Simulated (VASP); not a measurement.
# SnBi5O2 (P-3m1) in VASP: further runs, part 2 of 2

VASP 6.6.1.

## 4. Relaxation of cell and atoms, PBE

This run uses another cell than the first one, of 24.00 Å³/atom.

Input file INCAR:

```
ALGO     = Normal         # electronic algorithm
EDIFF    = 1E-7           # SCF threshold, eV
EDIFFG   = -0.08          # ionic threshold
ENCUT    = 600            # plane-wave cutoff, eV
GGA      = PE             # functional
IBRION   = 2              # ionic algorithm
ISIF     = 3              # what is computed and relaxed
ISMEAR   = 0              # smearing method
LASPH    = T              # aspherical terms in the spheres
LCHARG   = F              # write CHGCAR
LREAL    = F              # projectors in reciprocal space
LWAVE    = F              # write WAVECAR
NELM     = 80             # most SCF steps
NSW      = 36             # ionic steps
PREC     = Accurate       # precision mode
SIGMA    = 0.2            # smearing width, eV
```

Input file KPOINTS:

```
k-points
0
Gamma
  5 5 1
```

Input file POSCAR:

```
SnBi5O2
1.0
    3.5000000000      0.0000000000      0.0000000000
   -1.7500000000      3.0310889100      0.0000000000
    0.0000000000      0.0000000000     18.1000000000
Sn Bi O
1 5 2
Direct
    0.0000000000      0.0000000000      0.0000000000
    0.6666666700      0.3333333300      0.1900000000
    0.3333333300      0.6666666700      0.8100000000
    0.3333333300      0.6666666700      0.3450000000
    0.0000000000      0.0000000000      0.5000000000
    0.6666666700      0.3333333300      0.6550000000
    0.3333333300      0.6666666700      0.0550000000
    0.6666666700      0.3333333300      0.9450000000
```

Started as:

```sh
$ cat potpaw_PBE.64/Sn_d/POTCAR potpaw_PBE.64/Bi_d/POTCAR potpaw_PBE.64/O/POTCAR > POTCAR
$ mpirun -np 1 vasp_std > vasp.out
```

Run time: 8.2 min. Hardware: 1 thread of Intel Xeon 6975P-C (Granite Rapids), shared host; peak memory 0.37 GiB.

Results (log left out):

```
Free energy                           : -36.1465 eV
Relaxed volume                        : 25.88 Å³/atom
Relaxed cell                          : a = 3.436 Å, b = 3.436 Å, c = 20.252 Å, α = 90.00°, β = 90.00°, γ = 120.00°
Space group after relaxing (to 0.1 Å) : P-3m1 (No. 164)
Energy gained by relaxing             : 46.8 meV/atom
Ionic steps                           : 11
Pressure after relaxing               : 0.0 GPa
Largest force after relaxing          : 0.042 eV/Å
Band gap on the k mesh                : zero (an odd number of electrons rules out a gap without spin polarisation)
```

Forces in eV/Å, atoms in the order of the input:
```
Sn   0.000  0.000  0.000
Bi   0.000  0.000 -0.042
Bi   0.000  0.000  0.042
Bi   0.000  0.000  0.018
Bi   0.000  0.000  0.000
Bi   0.000  0.000 -0.018
O    0.000  0.000 -0.002
O    0.000  0.000  0.002
```

Stress tensor (GPa, compression positive):
```
-0.19  0.00  0.00
 0.00 -0.19  0.00
 0.00  0.00  0.27
```

Step by step:
| step | energy change (eV) | largest force (eV/Å) | pressure (GPa) | volume (Å³) |
| --- | --- | --- | --- | --- |
| 1 | 0.0000 | 0.4720 | 0.31 | 192.02 |
| 2 | -0.0987 | 0.4391 | 0.14 | 193.27 |
| 3 | -0.2632 | 0.3130 | 0.50 | 196.68 |
| 4 | -0.2897 | 0.2266 | 1.00 | 198.16 |
| 5 | -0.2919 | 0.2077 | 1.41 | 199.04 |
| 6 | -0.2787 | 0.3245 | -2.31 | 213.24 |
| 7 | -0.3220 | 0.2392 | -0.41 | 205.33 |
| 8 | -0.3502 | 0.2060 | -0.32 | 205.95 |
| 9 | -0.3458 | 0.3472 | 0.28 | 207.78 |
| 10 | -0.3711 | 0.1098 | -0.18 | 206.60 |
| 11 | -0.3742 | 0.0416 | -0.04 | 207.07 |

Final structure:
```cif
data_structure
_symmetry_space_group_name_H-M 'P 1'
_symmetry_Int_Tables_number 1
_cell_length_a 3.4361
_cell_length_b 3.4361
_cell_length_c 20.2517
_cell_angle_alpha 90.000
_cell_angle_beta 90.000
_cell_angle_gamma 120.000
_cell_volume 207.07
loop_
_atom_site_label
_atom_site_type_symbol
_atom_site_fract_x
_atom_site_fract_y
_atom_site_fract_z
_atom_site_occupancy
Sn1 Sn 0.00000 0.00000 0.00000 1
Bi1 Bi 0.66667 0.33333 0.20316 1
Bi2 Bi 0.33333 0.66667 0.79684 1
Bi3 Bi 0.33333 0.66667 0.33332 1
Bi4 Bi 0.00000 0.00000 0.50000 1
Bi5 Bi 0.66667 0.33333 0.66668 1
O1 O 0.33333 0.66667 0.04732 1
O2 O 0.66667 0.33333 0.95268 1
```

Levels at points of the mesh, in eV from the Fermi level:
```tsv
k point	band 46	band 47	band 48	band 49	band 50	band 51	band 52	band 53	band 54	band 55
(0.00, 0.00, 0.00)	-1.69	-1.36	1.22	1.81	2.93	3.96	3.96	3.99	3.99	4.86
```

Caveat: the k points lie up to 0.42 Å⁻¹ apart in the final cell, too coarse for converged energies and pressures of a metal; spin-orbit coupling is left out, which moves the levels of the heavy elements; an odd number of electrons without spin polarisation forces a metal; a magnetic or distorted state may lie lower; the relaxation stopped at a loose force limit of 0.08 eV/Å, so its end isn't a converged minimum.

## 5. Single point, PBE

This run uses another cell than the first one, of 25.63 Å³/atom.

Input file INCAR:

```
  ALGO = Normal
  EDIFF = 1E-6
  ENCUT = 520
  GGA = PE
  ISIF = 2
  ISMEAR = 0
  LASPH = T
  LCHARG = F
  LREAL = F
  LWAVE = F
  NBANDS = 60
  NELM = 60
  PREC = Accurate
  SIGMA = 0.1
```

Input file KPOINTS:

```
k-points
0
Gamma
  12 12 2
```

Input file POSCAR:

```
SnBi5O2
1.0
    3.4036813044      0.0000000000      0.0000000000
   -1.7018406522      2.9476744760      0.0000000000
    0.0000000000      0.0000000000     20.4341903613
Sn Bi O
1 5 2
Direct
    0.0000000000      0.0000000000      0.0000000000
    0.6666666667      0.3333333333      0.2080285805
    0.3333333333      0.6666666667      0.7919714195
    0.3333333333      0.6666666667      0.3484842739
    0.0000000000      0.0000000000      0.5000000000
    0.6666666667      0.3333333333      0.6515157261
    0.3333333333      0.6666666667      0.0471800253
    0.6666666667      0.3333333333      0.9528199747
```

Started as:

```sh
$ cat potpaw_PBE.64/Sn_d/POTCAR potpaw_PBE.64/Bi_d/POTCAR potpaw_PBE.64/O/POTCAR > POTCAR
$ mpirun -np 1 vasp_std > vasp.out
```

It took 6.1 min on 1 thread of Intel Xeon 6975P-C (Granite Rapids), shared host; peak memory 0.57 GiB.

Results (log left out):

- Free energy: -36.2803 eV
- Pressure: 0.0 GPa
- Largest force: 0.038 eV/Å
- Band gap on the k mesh: zero (an odd number of electrons rules out a gap without spin polarisation)

Forces on the atoms (eV/Å):
```
Sn   0.000  0.000  0.000
Bi   0.000  0.000 -0.002
Bi   0.000  0.000  0.002
Bi   0.000  0.000 -0.001
Bi   0.000  0.000  0.000
Bi   0.000  0.000  0.001
O    0.000  0.000  0.038
O    0.000  0.000 -0.038
```

Stress tensor (GPa, compression positive):
```
 0.07  0.00  0.00
 0.00  0.07  0.00
 0.00  0.00 -0.01
```

Levels at points of the mesh, in eV from the Fermi level:
```tsv
k point	band 46	band 47	band 48	band 49	band 50	band 51	band 52	band 53	band 54	band 55
(0.00, 0.00, 0.00)	-1.63	-1.19	0.84	2.06	2.96	4.44	4.44	4.58	4.58	5.11
(0.50, 0.00, 0.00)	-3.60	-3.10	-2.88	-0.75	-0.58	-0.15	0.89	1.09	1.33	1.82
(0.00, 0.00, 0.50)	-2.21	-0.65	0.50	2.53	2.62	4.44	4.44	4.58	4.58	5.11
(0.50, 0.00, 0.50)	-3.61	-3.10	-2.87	-0.74	-0.58	-0.19	0.97	1.09	1.33	1.74
```

Caveat: spin-orbit coupling is left out, which moves the levels of the heavy elements; an odd number of electrons without spin polarisation forces a metal; a magnetic or distorted state may lie lower.

## 6. The runs side by side

```tsv
task	cell	k mesh	cutoff (eV)	smearing	gap on the mesh (eV)	pressure (GPa)	largest force (eV/Å)
single point	a = 3.436, b = 3.436, c = 19.915 Å, angles 90.0, 90.0, 120.0°, 8 atoms, atomic positions A	5 × 5 × 1	520	gaussian 0.2 eV	none	0.2	0.04
single point	a = 3.404, b = 3.404, c = 20.434 Å, angles 90.0, 90.0, 120.0°, 8 atoms, atomic positions B	6 × 6 × 1	520	gaussian 0.2 eV	none	0.1	0.16
relaxation of cell and atoms	relaxed from a = 3.500, b = 3.500, c = 18.100 Å, angles 90.0, 90.0, 120.0°, 8 atoms, atomic positions C	5 × 5 × 1	600	gaussian 0.2 eV	none	0.0	0.04
single point	a = 3.404, b = 3.404, c = 20.434 Å, angles 90.0, 90.0, 120.0°, 8 atoms, atomic positions B	12 × 12 × 2	520	gaussian 0.1 eV	none	0.0	0.04
```

Alike in all rows: level PBE; potentials or basis VASP PAW PBE potentials, release 64 (Sn_d, Bi_d, O); no spin polarisation.

Caveats: some runs use coarse meshes; spin-orbit coupling is left out, which moves the levels of the heavy elements; an odd number of electrons without spin polarisation forces a metal; a magnetic or distorted state may lie lower; the relaxation stopped at a loose force limit of 0.08 eV/Å, so its end isn't a converged minimum (at least some runs).

Total energies depend on the potentials used, so only differences within one code and one set of settings carry meaning.
